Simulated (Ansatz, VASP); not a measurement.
One calculation of CaSe, two programs

The input INCAR:

```
SYSTEM = CaSe
  ALGO = Normal
  EDIFF = 1E-7
  ENCUT = 520
  GGA = PE
  GGA_COMPAT = .False.
  ISIF = 2
  ISMEAR = 0
  LASPH = .True.
  LCHARG = .False.
  LNONCOLLINEAR = .True.
  LORBIT = 11
  LORBMOM = .True.
  LREAL = .False.
  LSORBIT = .True.
  LWAVE = .False.
  MAGMOM = 0 0 0 0 0 0
  NBANDS = 28
  NELM = 150
  PREC = Accurate
  SIGMA = 0.01
```

The input KPOINTS:

```
k-points
0
Gamma
  8 8 8
  0 0 0
```

Contents of POSCAR:

```
CaSe
1.0
    0.0000000000      2.9675351118      2.9675351118
    2.9675351118      0.0000000000      2.9675351118
    2.9675351118      2.9675351118      0.0000000000
Ca Se
1 1
Direct
    0.0000000000      0.0000000000      0.0000000000
    0.5000000000      0.5000000000      0.5000000000
```

Input for Ansatz:

```yaml
crystal:
  lattice:
    - [0.0, 2.9675351118, 2.9675351118]
    - [2.9675351118, 0.0, 2.9675351118]
    - [2.9675351118, 2.9675351118, 0.0]
  atoms:
    - { symbol: Ca, position: [0.0, 0.0, 0.0] }
    - { symbol: Se, position: [0.5, 0.5, 0.5] }
kpoints:
  mp_grid: { grid: [8, 8, 8] }
  band_path:
    path:
      - [0.0, 0.0, 0.0]
      - [0.5, 0.0, 0.5]
      - [0.625, 0.25, 0.625]
      - [0.375, 0.375, 0.75]
      - [0.5, 0.5, 0.5]
      - [0.5, 0.25, 0.75]
      - [0.0, 0.5, 0.5]
    npoints: 1
hamiltonian:
  xc: pbe
scf:
  occupations: { method: fixed }
  n_extra_bands: 8
magnetization:
  noncollinear: true
  spin_orbit: true
output:
  forces: true
  stress: true
  eigenvalues: true
```

Alike in both runs: task single point; functional PBE; k mesh 8 × 8 × 8; non-collinear spin, spin-orbit coupling.

|  | VASP | Ansatz |
| --- | --- | --- |
| version | VASP 6.6.1 | Ansatz 0.2.0 |
| potentials or method | VASP PAW PBE potentials, release 64 (Ca_sv, Se) | plane waves, PAW |
| plane-wave cutoff (eV) | 520 | 420 |
| occupations | gaussian, width 0.01 eV | fixed |
| valence electrons in the cell | 16 | 26 |

|  | VASP | Ansatz | Ansatz less VASP |
| --- | --- | --- | --- |
| pressure (GPa) | 0.7 | 0.6 | -0.17 |

VASP's potentials hold 16 valence electrons a cell and Ansatz's 26, so a difference there can come from the potentials and not from the codes.
